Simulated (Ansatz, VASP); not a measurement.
## GdO: VASP beside Ansatz

Contents of INCAR:

```
PREC = Accurate ; ENCUT = 520
EDIFF = 1E-6 ; ISMEAR = -1
SIGMA = 0.05 ; LREAL = F
LASPH = T ; NELM = 150
ALGO = Normal ; ISIF = 2
LWAVE = F ; LCHARG = T
ISPIN = 2 ; MAGMOM = 7 0
LORBIT = 11 ; LMAXMIX = 6
GGA = CA ; LELF = T
LVHAR = T ; NBANDS = 23
```

Contents of KPOINTS:

```
Automatic mesh
0
Gamma
  10 10 9
```

The input POSCAR:

```
GdO
1.0
    3.1132995800      0.0000000000      0.0000000000
   -1.5566497900      2.6961965200      0.0000000000
    0.0000000000      0.0000000000      3.0384261400
Gd O
1 1
Direct
    0.0000000000      0.0000000000      0.0000000000
    0.6666666667      0.3333333333      0.5000000000
```

The input input.yaml:

```yaml
crystal:
  lattice:
    - [3.11329958, 0.0, 0.0]
    - [-1.55664979, 2.69619652, 0.0]
    - [0.0, 0.0, 3.03842614]
  atoms:
    - { symbol: Gd, position: [0.0, 0.0, 0.0], spin: 7.0 }
    - { symbol: O, position: [0.6666666667, 0.3333333333, 0.5] }
hamiltonian:
  xc: lda
  pseudopotentials: { kind: paw }
magnetization:
  spin_polarized: true
kpoints:
  mp_grid: { grid: [10, 10, 9] }
  band_path:
    path:
      - [[0.0, 0.0, 0.0], [0.5, 0.0, 0.0], [0.3333333333, 0.3333333333, 0.0], [0.0, 0.0, 0.0], [0.0, 0.0, 0.5], [0.5, 0.0, 0.5], [0.3333333333, 0.3333333333, 0.5], [0.0, 0.0, 0.5]]
      - [[0.5, 0.0, 0.5], [0.5, 0.0, 0.0]]
      - [[0.3333333333, 0.3333333333, 0.0], [0.3333333333, 0.3333333333, 0.5]]
    npoints: 14
scf:
  occupations: { method: fermi_dirac, width: 0.05 }
  n_extra_bands: 6
output:
  forces: true
  stress: true
  eigenvalues: true
  fatbands: true
```

Alike in both runs: functional LDA; k mesh 10 × 10 × 9; occupations fermi-dirac, width 0.05 eV; collinear spin.

|  | VASP | Ansatz |
| --- | --- | --- |
| version | VASP 6.6.1 | Ansatz 0.2.0 |
| potentials or method | VASP PAW PBE potentials, release 64 (Gd, O) | Ansatz PAW |
| plane-wave cutoff (eV) | 520 | 420 |
| valence electrons in the cell | 24 | 24 |
| task | single point | band structure |

Ansatz gave:

- gap on the k mesh at the Fermi level (eV): none
- pressure (GPa): 16.7
- traceless stress, the component that is largest in VASP (GPa): -3.33
- net moment per atom (μB): 3.48
- size of the moment on the site where the two differ most (μB): 6.71

Question: What did VASP give for the same quantities?

Answer: gap on the k mesh at the Fermi level (eV): none; pressure (GPa): 17.5; traceless stress, the component that is largest in VASP (GPa): -3.14; net moment per atom (μB): 3.44; size of the moment on the site where the two differ most (μB): 6.68.

VASP's potentials were made for PBE, not for LDA. LDA's correlation is that of Perdew and Zunger in VASP and of Perdew and Wang (1992) in Ansatz. Site moments also hang on the region over which each program counts them. A gap of «none» marks a metal or a gap that the smearing closes.

Neither program's run includes spin-orbit coupling.
